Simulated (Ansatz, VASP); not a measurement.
# Two plane-wave programs on HfB

INCAR

```
SYSTEM = HfB
ALGO = Normal
EDIFF = 1E-7
EDIFFG = -0.01
ENCUT = 600
GGA = PE
IBRION = 2
ISIF = 3
ISMEAR = 0
LASPH = .TRUE.
LCHARG = .FALSE.
LREAL = .FALSE.
LWAVE = .FALSE.
NELM = 100
NSW = 100
PREC = Accurate
SIGMA = 0.1
```

Contents of KPOINTS:

```
k-points
0
G
  18 18 20
  0 0 0
```

POSCAR

```
HfB
1.0
    3.4722282785      0.0000000000      0.0000000000
   -1.7361141392      3.0070378969      0.0000000000
    0.0000000000      0.0000000000      2.8925783022
Hf B
1 1
Direct
    0.0000000000      0.0000000000      0.0000000000
    0.6666666667      0.3333333333      0.5000000000
```

Input for Ansatz:

```yaml
crystal:
  lattice:
    - [3.4722282785, 0.0, 0.0]
    - [-1.7361141392, 3.0070378969, 0.0]
    - [0.0, 0.0, 2.8925783022]
  atoms:
    - { symbol: Hf, position: [0.0, 0.0, 0.0] }
    - { symbol: B, position: [0.6666666667, 0.3333333333, 0.5] }
basis:
  ecutwfc: 420
kpoints:
  mp_grid: { grid: [18, 18, 20] }
hamiltonian:
  xc: pbe
scf:
  occupations: { method: gaussian, width: 0.1 }
output:
  forces: true
  stress: true
  eigenvalues: true
relax:
  adjacent_minimum: "off"
  f_tol: 0.01
  max_steps: 80
  cell: { stress_tol: 0.05 }
```

Change from the starting cell: species swapped into the WC type (P-6m2, No. 187).

Alike in both runs: task relaxation of cell and atoms; functional PBE; k mesh 18 × 18 × 20; occupations gaussian, width 0.1 eV; no spin polarisation.

|  | VASP | Ansatz |
| --- | --- | --- |
| version | VASP 6.6.1 | Ansatz 0.2.0 |
| potentials or method | VASP PAW PBE potentials, release 64 (Hf_pv, B), cutoff 600 eV | scalar-relativistic, plane waves, PAW |
| valence electrons in the cell | 13 | 29 |

```csv
,VASP,Ansatz,Ansatz less VASP
"gap on the k mesh at the Fermi level, each at its own relaxed structure (eV)",none,none,-
relaxed volume (Å³/atom),15.04,15.07,+0.031
relaxed cell length with the largest relative difference (Å),2.906,2.916,+0.0102
```

A gap of «none» marks a metal or a gap that the smearing closes. VASP's potentials hold 13 valence electrons a cell and Ansatz's 29, so a difference there can come from the potentials and not from the codes.

Neither program's run includes spin-orbit coupling.
